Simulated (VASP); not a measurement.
# TiO2 in VASP: further runs

The runs below take TiO2 through single point, with r2SCAN.

All numbers are computed with VASP 6.6.1; they aren't measurements. Logs are shortened: lines on timing, memory, paths and dates and some standing lists are left out, and cuts for length are marked.

### 1 The cell of the first run

It takes space group C2/c (No. 15, monoclinic). Conventional cell: a = 5.412 Å, b = 5.413 Å, c = 5.472 Å, α = 90.00°, β = 118.77°, γ = 90.00°. Within 2.6 Å of Ti (site symmetry 2) lie 6 O at 1.93 to 2.00 Å. O (site symmetry 1) has 3 Ti at 1.93 to 2.00 Å and 2 O at 2.50 Å within 2.6 Å.

### 2 Single point, r2SCAN

The input, POSCAR:

```
TiO2
1.0
    2.7060340000     -2.7066550000      0.0000000000
    2.7060340000      2.7066550000      0.0000000000
   -2.6335310000      0.0000000000      4.7966370000
Ti O
2 4
Direct
    0.1341100000      0.8658900000      0.2500000000
    0.8658900000      0.1341100000      0.7500000000
    0.3312210000      0.0887550000      0.6671490000
    0.6687790000      0.9112450000      0.3328510000
    0.9112450000      0.6687790000      0.8328510000
    0.0887550000      0.3312210000      0.1671490000
```

The input, INCAR.step1:

```
SYSTEM = TiO2
ALGO = Normal ; EDIFF = 1E-4
ENCUT = 520 ; GGA = PE
ISMEAR = 0 ; LASPH = .True.
LCHARG = .False. ; LREAL = .False.
LWAVE = .True. ; NBANDS = 33
NELM = 60 ; PREC = Accurate
SIGMA = 0.01
```

The input, INCAR.step2:

```
SYSTEM = TiO2
ALGO = Normal ; EDIFF = 1E-7
ENCUT = 520 ; ISIF = 2
ISMEAR = 0 ; ISTART = 1
LASPH = .True. ; LCHARG = .True.
LELF = .True. ; LMIXTAU = .True.
LREAL = .False. ; LVHAR = .True.
LWAVE = .False. ; METAGGA = R2SCAN
NBANDS = 33 ; NELM = 60
PREC = Accurate ; SIGMA = 0.01
```

The input, KPOINTS:

```
k-points
0
Gamma
  8 8 6
  0 0 0
```

Potentials or basis: VASP PAW PBE potentials, release 64 (Ti_sv, O).

Started as:

```bash
> cat potpaw_PBE.64/Ti_sv/POTCAR potpaw_PBE.64/O/POTCAR > POTCAR
> cp INCAR.step1 INCAR
> mpirun -np 1 vasp_std > vasp.out
> cp INCAR.step2 INCAR
> mpirun -np 1 vasp_std > vasp.out
```

OUTCAR:

```text
SYSTEM = TiO2
   EDIFF = 1E-7
   ENCUT = 520
   ISIF = 2
   ISMEAR = 0
   ISTART = 1
   LASPH = .True.
   LREAL = .False.
   METAGGA = R2SCAN
   NELM = 60
   PREC = Accurate

 ion  position               nearest neighbor table
   1  0.134  0.866  0.250-   4 1.93   6 1.93   6 1.98   4 1.98   3 2.00   5 2.00
   2  0.866  0.134  0.750-   5 1.93   3 1.93   5 1.98   3 1.98   6 2.00   4 2.00
   3  0.331  0.089  0.667-   2 1.93   2 1.98   1 2.00
   4  0.669  0.911  0.333-   1 1.93   1 1.98   2 2.00
   5  0.911  0.669  0.833-   2 1.93   2 1.98   1 2.00
   6  0.089  0.331  0.167-   1 1.93   1 1.98   2 2.00

  LATTYP: Found a base centered monoclinic cell.
 ALAT       =     5.4120680000
 B/A-ratio  =     1.0002294871
 C/A-ratio  =     1.0110809974
 COS(beta)  =    -0.4812705001

  Lattice vectors:

 A1 = (   2.7060340000,  -2.7066550000,   0.0000000000)
 A2 = (   2.7060340000,   2.7066550000,   0.0000000000)
 A3 = (  -2.6335310000,   0.0000000000,   4.7966370000)

Analysis of symmetry for initial positions (statically):
=====================================================================
 Subroutine PRICEL returns:
 Original cell was already a primitive cell.

 Routine SETGRP: Setting up the symmetry group for a
 base centered monoclinic supercell.

 Subroutine GETGRP returns: Found  4 space group operations
 (whereof  2 operations were pure point group operations)
 out of a pool of  4 trial point group operations.

The static configuration has the point symmetry S_2 .
 The point group associated with its full space group is C_2h.

Analysis of symmetry for dynamics (positions and initial velocities):
=====================================================================
 Subroutine PRICEL returns:
 Original cell was already a primitive cell.

 Routine SETGRP: Setting up the symmetry group for a
 base centered monoclinic supercell.

 Subroutine GETGRP returns: Found  4 space group operations
 (whereof  2 operations were pure point group operations)
 out of a pool of  4 trial point group operations.

The dynamic configuration has the point symmetry S_2 .
 The point group associated with its full space group is C_2h.

 Subroutine INISYM returns: Found  4 space group operations
 (whereof  2 operations are pure point group operations),
 and found     1 'primitive' translations

----------------------------------------------------------------------------------------

                                     Primitive cell

  volume of cell :      70.2640

  direct lattice vectors                    reciprocal lattice vectors
     2.706034000 -2.706655000  0.000000000     0.184772253 -0.184729860  0.101446796
     2.706034000  2.706655000  0.000000000     0.184772253  0.184729860  0.101446796
    -2.633531000  0.000000000  4.796637000     0.000000000  0.000000000  0.208479399

  length of vectors
     3.827349122  3.827349122  5.472039111     0.280280858  0.280280858  0.208479399

  position of ions in fractional coordinates (direct lattice)
     0.134110000  0.865890000  0.250000000
     0.865890000  0.134110000  0.750000000
     0.331221000  0.088755000  0.667149000
     0.668779000  0.911245000  0.332851000
     0.911245000  0.668779000  0.832851000
     0.088755000  0.331221000  0.167149000

  ion indices of the primitive-cell ions
   primitive index   ion index
                 1           1
                 2           2
                 3           3
                 4           4
                 5           5
                 6           6

----------------------------------------------------------------------------------------

 KPOINTS: k-points

Automatic generation of k-mesh.
 Grid dimensions read from file:
 generate k-points for:    8    8    6

 Generating k-lattice:

  Cartesian coordinates                     Fractional coordinates (reciprocal lattice)
     0.023096532 -0.023091233  0.012680850     0.125000000  0.000000000  0.000000000
     0.023096532  0.023091233  0.012680850     0.000000000  0.125000000  0.000000000
     0.000000000  0.000000000  0.034746567     0.000000000  0.000000000  0.166666667

  Length of vectors
     0.035035107  0.035035107  0.034746567

  Shift w.r.t. Gamma in fractional coordinates (k-lattice)
     0.000000000  0.000000000  0.000000000

 Subroutine IBZKPT returns following result:
 ===========================================

 Found    114 irreducible k-points:

 Following reciprocal coordinates:
            Coordinates               Weight
  0.000000  0.000000  0.000000      1.000000
  0.125000  0.000000  0.000000      4.000000
  0.250000  0.000000  0.000000      4.000000
  0.375000  0.000000  0.000000      4.000000
  0.500000  0.000000  0.000000      2.000000
  0.125000  0.125000  0.000000      2.000000
[... 16 lines left out ...]
  0.125000  0.000000  0.166667      4.000000
  0.250000  0.000000  0.166667      4.000000
 [... further k-points ...]
   k-points           NKPTS =    114   k-points in BZ     NKDIM =    114   number of bands    NBANDS=     33
   number of dos      NEDOS =    301   number of ions     NIONS =      6
   total plane-waves  NPLWV =  32928
   dimension x,y,z NGX =    28 NGY =   28 NGZ =   42
   dimension x,y,z NGXF=    56 NGYF=   56 NGZF=   84
   ions per type =               2   4
   NGX,Y,Z   is equivalent  to a cutoff of  12.16, 12.16, 12.76 a.u.
   NGXF,Y,Z  is equivalent  to a cutoff of  24.32, 24.32, 25.52 a.u.
 SYSTEM =  TiO2
   PREC   = accura    normal or accurate (medium, high low for compatibility)
   ISTART =      1    job   : 0-new  1-cont  2-samecut
   ICHARG =      0    charge: 1-file 2-atom 10-const
   ISPIN  =      1    spin polarized calculation?
   LNONCOLLINEAR =      F non collinear calculations
   LSORBIT =      F    spin-orbit coupling
   LASPH  =      T    aspherical Exc in radial PAW
   ENCUT  =  520.0 eV  38.22 Ry    6.18 a.u.   7.12  7.12 10.17*2*pi/ulx,y,z
   NELM   =     60;   NELMIN=  2; NELMDL=  0     # of ELM steps
   EDIFF  = 0.1E-06   stopping-criterion for ELM
   LREAL  =      F    real-space projection
   EDIFFG = 0.1E-05   stopping-criterion for IOM
   NSW    =      0    number of steps for IOM
   IBRION =     -1    ionic relax: 0-MD 1-quasi-New 2-CG
   NFREE  =      0    steps in history (QN), initial steepest desc. (CG)
   ISIF   =      2    stress and relaxation
   ISYM   =      2    0-nonsym 1-usesym 2-fastsym
   POTIM  = 0.5000    time-step for ionic-motion
   TEBEG  =    0.0;   TEEND  =   0.0 temperature during run
   PSTRESS=    0.0 pullay stress
   NELECT =      48.0000    total number of electrons
   NUPDOWN=      -1.0000    fix difference up-down
   EMIN   =  10.00;   EMAX   =-10.00  energy-range for DOS
   EFERMI =   0.00;   METHOD = LEGACY
   ISMEAR =     0;   SIGMA  =   0.01  broadening in eV -4-tet -1-fermi 0-gaus
   EFERMI_NEDOS =   21; number of points for ismear=-14 and -15
   IALGO  =     38    algorithm
   IMIX   =      4    mixing-type and parameters
     AMIX     =   0.40;   BMIX     =  1.00
     AMIX_MAG =   1.60;   BMIX_MAG =  1.00
  volume/ion in A,a.u.               =      11.71        79.03
  Fermi-wavevector in a.u.,A,eV,Ry     =   1.441820  2.724644 28.284385  2.078844
  Thomas-Fermi vector in A             =   2.560409
   LORBIT       =      0    0 simple, 1 ext, 2 COOP (PROOUT), +10 PAW based schemes
   METAGGA = R2SCAN    functional components
   LHFCALC =     F    Hartree Fock is set to
   AEXX    =    0.0000 exact exchange contribution
   IVDW    =     0    specifies the selected vdW correction
   LEPSILON=     F    determine dielectric tensor
   LRPA    =     F    only Hartree local field effects (RPA)
 non-spin polarized calculation
 Gauss-broadening in eV      SIGMA  =   0.01
  energy-cutoff  :      520.00
  volume of cell :       70.26
 maximum number of plane-waves:      1908
   NGX = 15   NGY = 15   NGZ = 21

 number of electron      47.9999994 magnetization

 Free energy of the ion-electron system (eV)
  ---------------------------------------------------
  ext. energy  EPLUGINS =         0.00000000
  ---------------------------------------------------
  free energy    TOTEN  =       -69.82609785 eV

  energy without entropy =      -69.82609785  energy(sigma->0) =      -69.82609785

 E-fermi :   2.8393     XC(G=0): -11.3025

 val. band max:        2.7631957002   @ k =   0.5000   0.5000   0.0000
 cond. band min:       5.2261233431   @ k =   0.0000   0.0000   0.0000
 fundamental gap:      2.4629276430
 Fermi energy:         2.8392702988

 k-point     1 :       0.0000    0.0000    0.0000
  band No.  band energies     occupation
      1     -55.9491      2.00000
      2     -55.8957      2.00000
      3     -31.3259      2.00000
      4     -31.1006      2.00000
      5     -31.1002      2.00000
      6     -31.0396      2.00000
[... 25 lines left out ...]
     32       8.1425      0.00000
     33       8.1492      0.00000

 k-point     2 :       0.1250    0.0000    0.0000
  band No.  band energies     occupation
      1     -55.9472      2.00000
      2     -55.8970      2.00000
      3     -31.3210      2.00000
      4     -31.1197      2.00000
      5     -31.1019      2.00000
      6     -31.0455      2.00000
[... 25 lines left out ...]
     32       8.2807      0.00000
     33       8.5906      0.00000

 k-point     3 :       0.2500    0.0000    0.0000
  band No.  band energies     occupation
      1     -55.9421      2.00000
      2     -55.9007      2.00000
      3     -31.3087      2.00000
      4     -31.1634      2.00000
      5     -31.1052      2.00000
      6     -31.0614      2.00000
[... 25 lines left out ...]
     32       8.6463      0.00000
     33       9.1209      0.00000

 k-point     4 :       0.3750    0.0000    0.0000
  band No.  band energies     occupation
      1     -55.9357      2.00000
      2     -55.9057      2.00000
      3     -31.2946      2.00000
      4     -31.2079      2.00000
      5     -31.1083      2.00000
      6     -31.0729      2.00000
[... 673 lines left out ...]
     32       8.0781      0.00000
     33       8.2097      0.00000

 k-point    23 :       0.1250    0.0000    0.1667
  band No.  band energies     occupation
      1     -55.9411      2.00000
      2     -55.9032      2.00000
      3     -31.2802      2.00000
      4     -31.1319      2.00000
      5     -31.1105      2.00000
      6     -31.0369      2.00000
[... 25 lines left out ...]
     32       8.4230      0.00000
     33       8.5340      0.00000

 k-point    24 :       0.2500    0.0000    0.1667
  band No.  band energies     occupation
      1     -55.9347      2.00000
      2     -55.9082      2.00000
      3     -31.2624      2.00000
      4     -31.1811      2.00000
      5     -31.1126      2.00000
      6     -31.0595      2.00000
[... 25 lines left out ...]
     32       8.7470      0.00000
     33       8.9694      0.00000

 [... further k-points ...]
[... 5 lines left out ...]
  --------------------------------------------------------------------------------------
  -------------------------------------------------------------------------------------
  Total       -2.2985404     -2.3174408     -2.2868196      0.0000000      0.0000000     -0.1016943
  in kB      -52.4118773    -52.8428509    -52.1446175      0.0000000      0.0000000     -2.3188581
  external PRESSURE =     -52.4664486 kB  Pullay stress =       0.0000000 kB

 VOLUME and BASIS-vectors are now :
 -----------------------------------------------------------------------------
  energy-cutoff  :      520.00
  volume of cell :       70.26
      direct lattice vectors                 reciprocal lattice vectors
     2.706034000 -2.706655000  0.000000000     0.184772253 -0.184729860  0.101446796
     2.706034000  2.706655000  0.000000000     0.184772253  0.184729860  0.101446796
    -2.633531000  0.000000000  4.796637000     0.000000000  0.000000000  0.208479399

 POSITION                                       TOTAL-FORCE (eV/Angst)
 -----------------------------------------------------------------------------------
      2.04765      1.98068      1.19916         0.000000      0.095036      0.000000
      0.73089     -1.98068      3.59748        -0.000000     -0.095036     -0.000000
     -0.62049     -0.65627      3.20007        -0.003772     -0.030199     -0.195813
      3.39903      0.65627      1.59657         0.003772      0.030199      0.195813
      2.08226     -0.65627      3.99488         0.003772     -0.030199      0.195813
      0.69628      0.65627      0.80175        -0.003772      0.030199     -0.195813
 -----------------------------------------------------------------------------------
    total drift:                               -0.000000      0.000000     -0.000000

  FREE ENERGIE OF THE ION-ELECTRON SYSTEM (eV)
  ---------------------------------------------------
  free  energy   TOTEN  =       -69.8260978547 eV

  energy  without entropy=      -69.8260978547  energy(sigma->0) =      -69.82609785
```

Run time: 14 min. Hardware: 1 thread of Intel Xeon Platinum 8488C (Sapphire Rapids), shared host; peak memory 0.33 GiB.

Results:

- Free energy: -69.8261 eV
- Pressure: -5.2 GPa
- Largest force: 0.198 eV/Å
- Band gap on the k mesh: 2.46 eV (least direct gap 2.82 eV)

Forces on the atoms (eV/Å):
```
Ti   0.000  0.095  0.000
Ti   0.000 -0.095  0.000
O   -0.004 -0.030 -0.196
O    0.004  0.030  0.196
O    0.004 -0.030  0.196
O   -0.004  0.030 -0.196
```

Stress tensor (GPa, compression positive):
```
-5.24  0.00 -0.23
 0.00 -5.28  0.00
-0.23  0.00 -5.21
```

Levels at points of the mesh, in eV from the valence-band top:
```
           k point  band 22  band 23  band 24  band 25  band 26  band 27
(0.00, 0.00, 0.00)    -0.76    -0.46    -0.45     2.46     3.18     4.21
(0.50, 0.00, 0.00)    -0.93    -0.91    -0.66     3.61     3.75     3.76
(0.50, 0.50, 0.00)    -1.89    -0.02     0.00     3.61     3.65     3.90
(0.00, 0.00, 0.50)    -1.29    -0.15    -0.15     2.81     2.81     4.05
(0.50, 0.00, 0.50)    -0.91    -0.91    -0.66     3.46     3.84     3.88
(0.50, 0.50, 0.50)    -2.04    -0.02    -0.02     3.63     3.63     4.08
```

Caveat: the cell stands under tension; the PAW data sets were made with another functional, which shifts forces and pressure a little.

(Part 1 of 2 ends here.)
